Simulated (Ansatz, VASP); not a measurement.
## HgTe in VASP and in Ansatz

Contents of INCAR:

```
SYSTEM = HgTe
PREC = Accurate ; ENCUT = 600
EDIFF = 1E-7 ; ISMEAR = -1
SIGMA = 0.05 ; LREAL = .False.
LASPH = .True. ; NELM = 100
ALGO = Normal ; ISIF = 3
LWAVE = .False. ; LCHARG = .False.
GGA = B5 ; ALDAX = 1.0
AGGAX = 1.0 ; AGGAC = 1.0
ALDAC = 0.0 ; IVDW = 13
IBRION = 2 ; NSW = 80
EDIFFG = -0.01 ; VDW_S6 = 1.0
VDW_S8 = 2.34076671 ; VDW_A1 = 0.44488865
VDW_A2 = 4.0933009
```

KPOINTS

```
Automatic mesh
0
Gamma
  7 7 7
  0 0 0
```

File POSCAR:

```
HgTe
1.0
    0.0000000000      3.2145000000      3.2145000000
    3.2145000000      0.0000000000      3.2145000000
    3.2145000000      3.2145000000      0.0000000000
Hg Te
1 1
Direct
    0.0000000000      0.0000000000      0.0000000000
    0.7500000000      0.7500000000      0.7500000000
```

File input.yaml:

```yaml
crystal:
  lattice:
    - [0.0, 3.2145, 3.2145]
    - [3.2145, 0.0, 3.2145]
    - [3.2145, 3.2145, 0.0]
  atoms:
    - { symbol: Hg, position: [0.0, 0.0, 0.0] }
    - { symbol: Te, position: [0.75, 0.75, 0.75] }
kpoints:
  mp_grid: { grid: [7, 7, 7] }
scf:
  occupations: { method: fermi_dirac, width: 0.05 }
hamiltonian:
  xc: blyp
  dispersion: d4
  pseudopotentials: { kind: all_electron, lapw: { basis_error: 0.001 } }
output:
  forces: true
  stress: true
relax:
  f_tol: 0.01
  max_steps: 60
  cell: {}
```

Alike in both runs: task relaxation of cell and atoms; functional BLYP; dispersion D4; k mesh 7 × 7 × 7; occupations fermi-dirac, width 0.05 eV; no spin polarisation.

|  | VASP | Ansatz |
| --- | --- | --- |
| version | VASP 6.6.1 | Ansatz 0.2.0 |
| potentials or method | VASP PAW PBE potentials, release 64 (Hg, Te), cutoff 600 eV | all-electron LAPW, scalar-relativistic |

```csv
,VASP,Ansatz,Ansatz less VASP
relaxed volume (Å³/atom),36.25,36.04,-0.211
relaxed cell length with the largest relative difference (Å),4.680,4.671,-0.0091
```

VASP's potentials were made for PBE, not for BLYP. Ansatz ran all-electron here, and VASP with PAW potentials.

Neither program's run includes spin-orbit coupling.
